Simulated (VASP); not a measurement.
# Ca2SeO (P4/mmm) in VASP: settings compared

Ca2SeO is run at these levels: r2SCAN, PBE; tasks: single point, relaxation of cell and atoms.

Everything below comes from runs of VASP 6.6.1. Logs are shortened: lines on timing, memory, paths and dates and some standing lists are left out, and cuts for length are marked.

## 1. The cell of the first run

Symmetry: P4/mmm, No. 123, tetragonal system. Conventional cell: a = 3.883 Å, b = 3.883 Å, c = 5.494 Å, α = 90.00°, β = 90.00°, γ = 90.00°. O (site symmetry 4/mmm) has 6 Ca at 2.75 Å within 3.6 Å. Within 3.6 Å of Ca (site symmetry 4/mmm) lie 4 Se at 2.75 Å and 2 O at 2.75 Å. Within 3.6 Å of Ca (site symmetry 4/mmm) lie 4 O at 2.75 Å and 2 Se at 2.75 Å. Se (site symmetry 4/mmm) has 6 Ca at 2.75 Å within 3.6 Å.

## 2. Single point, r2SCAN

File POSCAR:

```
Ca2SeO
1.0
    3.8828618392      0.0000000000      0.0000000000
    0.0000000000      3.8828618392      0.0000000000
    0.0000000000      0.0000000000      5.4944501799
O Ca Se
1 2 1
Direct
    0.0000000000      0.0000000000      0.0000000000
    0.0000000000      0.0000000000      0.5000000000
    0.5000000000      0.5000000000      0.0000000000
    0.5000000000      0.5000000000      0.5000000000
```

File INCAR.step1:

```
ALGO     = Normal         # electronic algorithm
EDIFF    = 1E-4           # SCF threshold, eV
ENCUT    = 520            # plane-wave cutoff, eV
GGA      = PE             # functional
ISMEAR   = 0              # smearing method
LASPH    = T              # aspherical terms in the spheres
LCHARG   = F              # write CHGCAR
LREAL    = F              # projectors in reciprocal space
LWAVE    = T              # write WAVECAR
NBANDS   = 24             # bands
NELM     = 60             # most SCF steps
PREC     = Accurate       # precision mode
SIGMA    = 0.01           # smearing width, eV
```

File INCAR.step2:

```
ALGO     = Normal         # electronic algorithm
EDIFF    = 1E-6           # SCF threshold, eV
ENCUT    = 520            # plane-wave cutoff, eV
ISIF     = 2              # what is computed and relaxed
ISMEAR   = 0              # smearing method
ISTART   = 1            
LASPH    = T              # aspherical terms in the spheres
LCHARG   = T              # write CHGCAR
LELF     = T              # ELF
LMIXTAU  = T            
LREAL    = F              # projectors in reciprocal space
LVHAR    = T            
LWAVE    = F              # write WAVECAR
METAGGA  = R2SCAN         # meta-GGA
NBANDS   = 24             # bands
NELM     = 60             # most SCF steps
PREC     = Accurate       # precision mode
SIGMA    = 0.01           # smearing width, eV
```

File KPOINTS:

```
k-points
0
Gamma
  6 6 6
```

Potentials or basis: VASP PAW PBE potentials, release 64 (O, Ca_sv, Se).

Command:

```bash
> cat potpaw_PBE.64/O/POTCAR potpaw_PBE.64/Ca_sv/POTCAR potpaw_PBE.64/Se/POTCAR > POTCAR
> cp INCAR.step1 INCAR
> mpirun -np 1 vasp_std > vasp.out
> cp INCAR.step2 INCAR
> mpirun -np 1 vasp_std > vasp.out
```

OUTCAR:

```text
EDIFF = 1E-6
   ENCUT = 520
   ISIF = 2
   ISMEAR = 0
   ISTART = 1
   LASPH = T
   LREAL = F
   METAGGA = R2SCAN
   NELM = 60
   PREC = Accurate

 ion  position               nearest neighbor table
   1  0.000  0.000  0.000-
   2  0.000  0.000  0.500-   4 2.75   4 2.75   4 2.75   4 2.75
   3  0.500  0.500  0.000-   4 2.75   4 2.75
   4  0.500  0.500  0.500-   2 2.75   2 2.75   2 2.75   2 2.75   3 2.75   3 2.75

  LATTYP: Found a simple tetragonal cell.
 ALAT       =     3.8828618392
 C/A-ratio  =     1.4150516829

  Lattice vectors:

 A1 = (   3.8828618392,   0.0000000000,   0.0000000000)
 A2 = (   0.0000000000,   3.8828618392,   0.0000000000)
 A3 = (   0.0000000000,   0.0000000000,   5.4944501799)

Analysis of symmetry for initial positions (statically):
=====================================================================
 Subroutine PRICEL returns:
 Original cell was already a primitive cell.

 Routine SETGRP: Setting up the symmetry group for a
 simple tetragonal supercell.

 Subroutine GETGRP returns: Found 16 space group operations
 (whereof 16 operations were pure point group operations)
 out of a pool of 16 trial point group operations.

The static configuration has the point symmetry D_4h.

Analysis of symmetry for dynamics (positions and initial velocities):
=====================================================================
 Subroutine PRICEL returns:
 Original cell was already a primitive cell.

 Routine SETGRP: Setting up the symmetry group for a
 simple tetragonal supercell.

 Subroutine GETGRP returns: Found 16 space group operations
 (whereof 16 operations were pure point group operations)
 out of a pool of 16 trial point group operations.

The dynamic configuration has the point symmetry D_4h.

 Subroutine INISYM returns: Found 16 space group operations
 (whereof 16 operations are pure point group operations),
 and found     1 'primitive' translations

----------------------------------------------------------------------------------------

                                     Primitive cell

  volume of cell :      82.8377

  direct lattice vectors                    reciprocal lattice vectors
     3.882861839  0.000000000  0.000000000     0.257541999  0.000000000  0.000000000
     0.000000000  3.882861839  0.000000000     0.000000000  0.257541999  0.000000000
     0.000000000  0.000000000  5.494450180     0.000000000  0.000000000  0.182001832

  length of vectors
     3.882861839  3.882861839  5.494450180     0.257541999  0.257541999  0.182001832

  position of ions in fractional coordinates (direct lattice)
     0.000000000  0.000000000  0.000000000
     0.000000000  0.000000000  0.500000000
     0.500000000  0.500000000  0.000000000
     0.500000000  0.500000000  0.500000000

  ion indices of the primitive-cell ions
   primitive index   ion index
                 1           1
                 2           2
                 3           3
                 4           4

----------------------------------------------------------------------------------------

 KPOINTS: k-points

Automatic generation of k-mesh.
 Grid dimensions read from file:
 generate k-points for:    6    6    6

 Generating k-lattice:

  Cartesian coordinates                     Fractional coordinates (reciprocal lattice)
     0.042923667  0.000000000  0.000000000     0.166666667  0.000000000  0.000000000
     0.000000000  0.042923667  0.000000000     0.000000000  0.166666667  0.000000000
     0.000000000  0.000000000  0.030333639     0.000000000  0.000000000  0.166666667

  Length of vectors
     0.042923667  0.042923667  0.030333639

  Shift w.r.t. Gamma in fractional coordinates (k-lattice)
     0.000000000  0.000000000  0.000000000

 Subroutine IBZKPT returns following result:
 ===========================================

 Found     40 irreducible k-points:

 Following reciprocal coordinates:
            Coordinates               Weight
  0.000000  0.000000  0.000000      1.000000
  0.166667  0.000000  0.000000      4.000000
  0.333333  0.000000  0.000000      4.000000
  0.500000  0.000000  0.000000      2.000000
  0.166667  0.166667  0.000000      4.000000
  0.333333  0.166667  0.000000      8.000000
[... 16 lines left out ...]
  0.333333  0.000000  0.333333      8.000000
  0.500000  0.000000  0.333333      4.000000
 [... further k-points ...]
   k-points           NKPTS =     40   k-points in BZ     NKDIM =     40   number of bands    NBANDS=     24
   number of dos      NEDOS =    301   number of ions     NIONS =      4
   total plane-waves  NPLWV =  37800
   dimension x,y,z NGX =    30 NGY =   30 NGZ =   42
   dimension x,y,z NGXF=    60 NGYF=   60 NGZF=   84
   ions per type =               1   2   1
   NGX,Y,Z   is equivalent  to a cutoff of  12.84, 12.84, 12.71 a.u.
   NGXF,Y,Z  is equivalent  to a cutoff of  25.69, 25.69, 25.42 a.u.
 SYSTEM =  unknown system
   PREC   = accura    normal or accurate (medium, high low for compatibility)
[... 41 lines left out ...]
  energy-cutoff  :      520.00
  volume of cell :       82.84
 maximum number of plane-waves:      2256
 NGX is ok and might be reduce to    30
   NGX = 15   NGY = 15   NGZ = 21

 number of electron      32.0000014 magnetization

 Free energy of the ion-electron system (eV)
  ---------------------------------------------------
  ext. energy  EPLUGINS =         0.00000000
  ---------------------------------------------------
  free energy    TOTEN  =       -43.69563189 eV

  energy without entropy =      -43.69563189  energy(sigma->0) =      -43.69563189

 E-fermi :   2.1440     XC(G=0):  -9.8965

 val. band max:        2.0800974764   @ k =   0.0000   0.0000   0.0000
 cond. band min:       4.5929613989   @ k =   0.0000   0.0000   0.0000
 fundamental gap:      2.5128639226
 Fermi energy:         2.1439607444

 k-point     1 :       0.0000    0.0000    0.0000
  band No.  band energies     occupation
      1     -38.8013      2.00000
      2     -38.6718      2.00000
      3     -19.1040      2.00000
      4     -18.9065      2.00000
      5     -18.9065      2.00000
      6     -18.8260      2.00000
[... 16 lines left out ...]
     23       7.4385      0.00000
     24       9.1912      0.00000

 k-point     2 :       0.1667    0.0000    0.0000
  band No.  band energies     occupation
      1     -38.7998      2.00000
      2     -38.6702      2.00000
      3     -19.0967      2.00000
      4     -18.9462      2.00000
      5     -18.8970      2.00000
      6     -18.8636      2.00000
[... 16 lines left out ...]
     23       8.1093      0.00000
     24       9.3160      0.00000

 k-point     3 :       0.3333    0.0000    0.0000
  band No.  band energies     occupation
      1     -38.7966      2.00000
      2     -38.6670      2.00000
      3     -19.0818      2.00000
      4     -19.0285      2.00000
      5     -18.9323      2.00000
      6     -18.8753      2.00000
[... 16 lines left out ...]
     23       8.7924      0.00000
     24       8.9426      0.00000

 k-point     4 :       0.5000    0.0000    0.0000
  band No.  band energies     occupation
      1     -38.7951      2.00000
      2     -38.6654      2.00000
      3     -19.0740      2.00000
      4     -19.0704      2.00000
      5     -18.9642      2.00000
      6     -18.8609      2.00000
[... 16 lines left out ...]
     23       8.5052      0.00000
     24       8.7972      0.00000

 k-point     5 :       0.1667    0.1667    0.0000
  band No.  band energies     occupation
      1     -38.7983      2.00000
      2     -38.6685      2.00000
      3     -19.0907      2.00000
      4     -18.9374      2.00000
      5     -18.9346      2.00000
      6     -18.8757      2.00000
[... 451 lines left out ...]
 k-point    22 :       0.1667    0.0000    0.3333
  band No.  band energies     occupation
      1     -38.7991      2.00000
      2     -38.6708      2.00000
      3     -19.1243      2.00000
      4     -18.9176      2.00000
      5     -18.8864      2.00000
      6     -18.8859      2.00000
[... 16 lines left out ...]
     23       8.7482      0.00000
     24       9.2437      0.00000

 k-point    23 :       0.3333    0.0000    0.3333
  band No.  band energies     occupation
      1     -38.7964      2.00000
      2     -38.6672      2.00000
      3     -19.1708      2.00000
      4     -18.9606      2.00000
      5     -18.9485      2.00000
      6     -18.8697      2.00000
[... 16 lines left out ...]
     23       8.9222      0.00000
     24       9.8321      0.00000

 k-point    24 :       0.5000    0.0000    0.3333
  band No.  band energies     occupation
      1     -38.7950      2.00000
      2     -38.6654      2.00000
      3     -19.2004      2.00000
      4     -18.9928      2.00000
      5     -18.9581      2.00000
      6     -18.8608      2.00000
[... 16 lines left out ...]
     23       8.7705      0.00000
     24       9.4764      0.00000

 [... further k-points ...]

------------------------ aborting loop because EDIFF is reached ----------------------------------------

  FORCE on cell =-STRESS in cart. coord.  units (eV):
  Direction    XX          YY          ZZ          XY          YZ          ZX
  --------------------------------------------------------------------------------------
  -------------------------------------------------------------------------------------
  Total        0.1816419      0.1816419      0.1839003      0.0000000     -0.0000000     -0.0000000
  in kB        3.5131656      3.5131656      3.5568450      0.0000000     -0.0000000     -0.0000000
  external PRESSURE =       3.5277254 kB  Pullay stress =       0.0000000 kB

 VOLUME and BASIS-vectors are now :
 -----------------------------------------------------------------------------
  energy-cutoff  :      520.00
  volume of cell :       82.84
      direct lattice vectors                 reciprocal lattice vectors
     3.882861839  0.000000000  0.000000000     0.257541999  0.000000000  0.000000000
     0.000000000  3.882861839  0.000000000     0.000000000  0.257541999  0.000000000
     0.000000000  0.000000000  5.494450180     0.000000000  0.000000000  0.182001832

 POSITION                                       TOTAL-FORCE (eV/Angst)
 -----------------------------------------------------------------------------------
      0.00000      0.00000      0.00000         0.000000      0.000000      0.000000
      0.00000      0.00000      2.74723         0.000000      0.000000      0.000000
      1.94143      1.94143      0.00000         0.000000      0.000000      0.000000
      1.94143      1.94143      2.74723         0.000000      0.000000      0.000000
 -----------------------------------------------------------------------------------
    total drift:                                0.000000      0.000000     -0.000000

  FREE ENERGIE OF THE ION-ELECTRON SYSTEM (eV)
  ---------------------------------------------------
  free  energy   TOTEN  =       -43.6956318907 eV

  energy  without entropy=      -43.6956318907  energy(sigma->0) =      -43.69563189
```

Run time: 2.6 min. Hardware: 1 thread of AMD EPYC 9R45 (Zen 5), shared host; peak memory 0.22 GiB.

Results:

| Property | Result |
| --- | --- |
| Free energy | -43.6956 eV |
| Pressure | 0.4 GPa |
| Band gap on the k mesh | 2.51 eV |

Caveat: the PAW data sets were made with another functional, which shifts forces and pressure a little. A k mesh can miss the band edges.

## 3. Relaxation of cell and atoms, PBE

This run uses another cell than the first one, of 19.38 Å³/atom.

File INCAR:

```
SYSTEM = Ca2SeO
  ALGO = Normal
  EDIFF = 1E-6
  EDIFFG = -0.005
  ENCUT = 600
  GGA = PE
  IBRION = 2
  ISIF = 3
  ISMEAR = -1
  LASPH = .True.
  LCHARG = .False.
  LREAL = .False.
  LWAVE = .False.
  NELM = 60
  NSW = 80
  PREC = Accurate
  SIGMA = 0.02
```

File KPOINTS:

```
k-points
0
Gamma
  6 6 4
  0 0 0
```

File POSCAR:

```
Ca2SeO
1.0
    3.7988343083      0.0000000000      0.0000000000
    0.0000000000      3.7988343083      0.0000000000
    0.0000000000      0.0000000000      5.3723630000
O Ca Se
1 2 1
Direct
    0.0000000000      0.0000000000      0.0000000000
    0.0000000000      0.0000000000      0.5000000000
    0.5000000000      0.5000000000      0.0000000000
    0.5000000000      0.5000000000      0.5000000000
```

Potentials or basis: VASP PAW PBE potentials, release 64 (O, Ca_sv, Se).

Command:

```bash
> cat potpaw_PBE.64/O/POTCAR potpaw_PBE.64/Ca_sv/POTCAR potpaw_PBE.64/Se/POTCAR > POTCAR
> mpirun -np 1 vasp_std > vasp.out
```

Run time: 68 s. Hardware: 1 thread of AMD EPYC 9R45 (Zen 5), shared host; peak memory 0.21 GiB.

It converged, with:

```yaml
Free_energy: -20.7135 eV
Relaxed_volume: 21.12 Å³/atom
Relaxed_cell: a = 3.908 Å, b = 3.908 Å, c = 5.533 Å, α = 90.00°, β = 90.00°, γ = 90.00°
Space_group_after_relaxing_to_0.1_Å: P4/mmm (No. 123)
Energy_gained_by_relaxing: 31.7 meV/atom
Ionic_steps: 3
Pressure_after_relaxing: 0.0 GPa
Band_gap_on_the_k_mesh: 2.07 eV
```

Step by step:
```tsv
step	energy change (eV)	largest force (eV/Å)	pressure (GPa)	volume (Å³)
1	0.0000	0.0000	6.27	77.53
2	-0.1196	0.0000	-1.26	86.36
3	-0.1269	0.0000	0.01	84.49
```

Final structure:
```cif
data_structure
_symmetry_space_group_name_H-M 'P 1'
_symmetry_Int_Tables_number 1
_cell_length_a 3.9078
_cell_length_b 3.9078
_cell_length_c 5.5325
_cell_angle_alpha 90.000
_cell_angle_beta 90.000
_cell_angle_gamma 90.000
_cell_volume 84.49
loop_
_atom_site_label
_atom_site_type_symbol
_atom_site_fract_x
_atom_site_fract_y
_atom_site_fract_z
_atom_site_occupancy
O1 O 0.00000 0.00000 0.00000 1
Ca1 Ca 0.00000 0.00000 0.50000 1
Ca2 Ca 0.50000 0.50000 0.00000 1
Se1 Se 0.50000 0.50000 0.50000 1
```

Levels at points of the mesh, in eV from the valence-band top:
```csv
k point,band 12,band 13,band 14,band 15,band 16,band 17,band 18,band 19,band 20
"(0.00, 0.00, 0.00)",-0.72,-0.72,0.00,0.00,0.00,2.07,2.93,4.24,4.24
"(0.50, 0.00, 0.00)",-1.74,-1.56,-1.40,-0.75,-0.59,4.12,5.23,5.29,5.31
"(0.50, 0.50, 0.00)",-2.36,-1.06,-0.51,-0.51,-0.38,2.34,2.34,5.04,5.33
"(0.00, 0.00, 0.50)",-1.09,-0.69,-0.69,-0.26,-0.26,2.35,3.99,4.16,4.78
"(0.50, 0.00, 0.50)",-2.97,-1.65,-0.96,-0.77,-0.64,4.50,5.33,5.53,5.92
"(0.50, 0.50, 0.50)",-2.31,-2.10,-0.98,-0.98,-0.82,3.98,3.98,5.32,5.32
```

A k mesh can miss the band edges.

## 4. Relaxation of cell and atoms, r2SCAN

This run uses another cell than the first one, of 21.04 Å³/atom.

File POSCAR:

```
Ca2SeO
1.0
    3.9029948468      0.0000000000      0.0000000000
    0.0000000000      3.9029948468      0.0000000000
    0.0000000000      0.0000000000      5.5256858829
O Ca Se
1 2 1
Direct
    0.0000000000      0.0000000000      0.0000000000
    0.0000000000      0.0000000000      0.5000000000
    0.5000000000      0.5000000000      0.0000000000
    0.5000000000      0.5000000000      0.5000000000
```

File INCAR.step1:

```
SYSTEM = Ca2SeO
PREC     = Accurate       ! precision mode
ENCUT    = 600            ! plane-wave cutoff, eV
ISMEAR   = -1             ! smearing method
SIGMA    = 0.02           ! smearing width, eV
LREAL    = .FALSE.        ! projectors in reciprocal space
LASPH    = .TRUE.         ! aspherical terms in the spheres
NELM     = 60             ! most SCF steps
GGA      = PE             ! functional
ALGO     = Normal         ! electronic algorithm
EDIFF    = 1E-4           ! SCF threshold, eV
LWAVE    = .TRUE.         ! write WAVECAR
LCHARG   = .FALSE.        ! write CHGCAR
```

File INCAR.step2:

```
SYSTEM = Ca2SeO
PREC     = Accurate       ! precision mode
ENCUT    = 600            ! plane-wave cutoff, eV
EDIFF    = 1E-6           ! SCF threshold, eV
ISMEAR   = -1             ! smearing method
SIGMA    = 0.02           ! smearing width, eV
LREAL    = .FALSE.        ! projectors in reciprocal space
LASPH    = .TRUE.         ! aspherical terms in the spheres
NELM     = 60             ! most SCF steps
ALGO     = Normal         ! electronic algorithm
ISIF     = 3              ! what is computed and relaxed
LWAVE    = .FALSE.        ! write WAVECAR
LCHARG   = .FALSE.        ! write CHGCAR
METAGGA  = R2SCAN         ! meta-GGA
LMIXTAU  = .TRUE.       
IBRION   = 2              ! ionic algorithm
NSW      = 80             ! ionic steps
EDIFFG   = -0.005         ! ionic threshold
ISTART   = 1
```

File KPOINTS:

```
regular mesh
0
G
  6 6 4
  0 0 0
```

Command:

```bash
> cat potpaw_PBE.64/O/POTCAR potpaw_PBE.64/Ca_sv/POTCAR potpaw_PBE.64/Se/POTCAR > POTCAR
> cp INCAR.step1 INCAR
> mpirun -np 1 vasp_std > vasp.out
> cp INCAR.step2 INCAR
> mpirun -np 1 vasp_std > vasp.out
```

It took 5.6 min on 1 thread of AMD EPYC 9R45 (Zen 5), shared host; peak memory 0.25 GiB.

Results (log left out):

```
Free energy                           : -43.7008 eV
Relaxed volume                        : 20.81 Å³/atom
Relaxed cell                          : a = 3.889 Å, b = 3.889 Å, c = 5.504 Å, α = 90.00°, β = 90.00°, γ = 90.00°
Space group after relaxing (to 0.1 Å) : P4/mmm (No. 123)
Energy gained by relaxing             : 0.5 meV/atom
Ionic steps                           : 3
Pressure after relaxing               : 0.0 GPa
Band gap on the k mesh                : 2.52 eV
```

The path:
```tsv
step	energy change (eV)	largest force (eV/Å)	pressure (GPa)	volume (Å³)
1	0.0000	0.0000	-0.69	84.17
2	-0.0020	0.0000	0.16	83.07
3	-0.0021	0.0000	0.01	83.25
```

Final structure:
```
O Ca Se
1.0
     3.88901    0.00000    0.00000
     0.00000    3.88901    0.00000
     0.00000    0.00000    5.50430
O Ca Se
1 2 1
Cartesian
  0.0000 0.0000 0.0000
  0.0000 0.0000 2.7521
  1.9445 1.9445 0.0000
  1.9445 1.9445 2.7521
```

Levels at points of the mesh, in eV from the valence-band top:
```
           k point  band 13  band 14  band 15  band 16  band 17  band 18  band 19  band 20
(0.00, 0.00, 0.00)    -0.73     0.00     0.00     0.00     2.52     3.66     4.79     4.79
(0.50, 0.00, 0.00)    -1.59    -1.40    -0.75    -0.61     4.64     5.90     5.91     5.98
(0.50, 0.50, 0.00)    -1.07    -0.52    -0.52    -0.39     2.80     2.80     5.77     5.99
(0.00, 0.00, 0.50)    -0.69    -0.69    -0.27    -0.27     2.81     4.54     4.83     5.35
(0.50, 0.00, 0.50)    -1.68    -0.96    -0.78    -0.65     5.08     5.97     6.20     6.58
(0.50, 0.50, 0.50)    -2.13    -0.99    -0.99    -0.83     4.48     4.48     5.97     5.97
```

Caveat: the PAW data sets were made with another functional, which shifts forces and pressure a little. A k mesh can miss the band edges.

## 5. Summary

```csv
task,level,cell,k mesh,cutoff (eV),smearing,gap on the mesh (eV),pressure (GPa),relaxed volume (Å³/atom)
single point,r2SCAN,"a = 3.883, b = 3.883, c = 5.494 Å, 4 atoms",6 × 6 × 6,520,gaussian 0.01 eV,2.51,0.4,-
relaxation of cell and atoms,PBE,"relaxed from a = 3.799, b = 3.799, c = 5.372 Å, 4 atoms",6 × 6 × 4,600,fermi-dirac 0.02 eV,2.07,0.0,21.12
relaxation of cell and atoms,r2SCAN,"relaxed from a = 3.903, b = 3.903, c = 5.526 Å, 4 atoms",6 × 6 × 4,600,fermi-dirac 0.02 eV,2.52,0.0,20.81
```

Alike in all rows: potentials or basis VASP PAW PBE potentials, release 64 (O, Ca_sv, Se); no spin polarisation.

Caveats: the PAW data sets were made with another functional, which shifts forces and pressure a little (at least some runs).

Absolute energies hang on the potentials; compare differences alone.
